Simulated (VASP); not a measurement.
Wanted: the native input for a VASP 6.6.1 run.

```
Task                   : single point
Functional             : PBEsol
Potentials or basis    : VASP PAW PBE potentials, release 64 (Pt, S)
Cutoff                 : 520 eV
k mesh                 : 12 × 12 × 8
Occupations            : gaussian, width 0.05 eV
Spin                   : no spin polarisation
Dipole correction      : no
Further INCAR settings : ALGO = Normal; EDIFF = 1e-06; NBANDS = 18
```

The structure of PtS2 lies in POSCAR:

```
PtS2
1.0
    3.8532294299      0.0000000000      0.0000000000
   -1.9266147150      3.0685007567      0.0000000000
    0.0000000000      0.0000000000      5.0388000000
Pt S
1 2
Direct
    0.0000000000      0.0000000000      0.0000000000
    0.3333333333      0.6666666667      0.2500000000
    0.6666666667      0.3333333333      0.7500000000
```

This cell differs from its parent crystal: strain +0.0875 x Voigt [1, 0, 0, 0, 0, 0].

The input as run:

INCAR

```
PREC = Accurate
ENCUT = 520
EDIFF = 1E-6
ISMEAR = 0
SIGMA = 0.05
LREAL = F
LASPH = T
NELM = 80
ALGO = Normal
ISIF = 2
LWAVE = F
LCHARG = T
GGA = PS
LELF = T
LVHAR = T
NBANDS = 18
```

KPOINTS

```
regular mesh
0
Gamma
  12 12 8
```

Potentials or basis: VASP PAW PBE potentials, release 64 (Pt, S).

Command:

```bash
$ cat potpaw_PBE.64/Pt/POTCAR potpaw_PBE.64/S/POTCAR > POTCAR
$ mpirun -np 1 vasp_std > vasp.out
```

It gave:

```yaml
Pressure: -12.8 GPa
Largest_force: 1.250 eV/Å
Band_gap_on_the_k_mesh: 0.07 eV (least direct gap 0.56 eV)
```

Caveat: the cell differs from its parent crystal (strain +0.0875 x Voigt [1, 0, 0, 0, 0, 0]); the cell stands under tension; the PAW data sets were made with another functional, which shifts forces and pressure a little; spin-orbit coupling is left out, which moves the levels of the heavy elements.

Wall time 6 min on 1 thread of AMD EPYC 7R13 (shared host), peak memory 0.4 GiB.
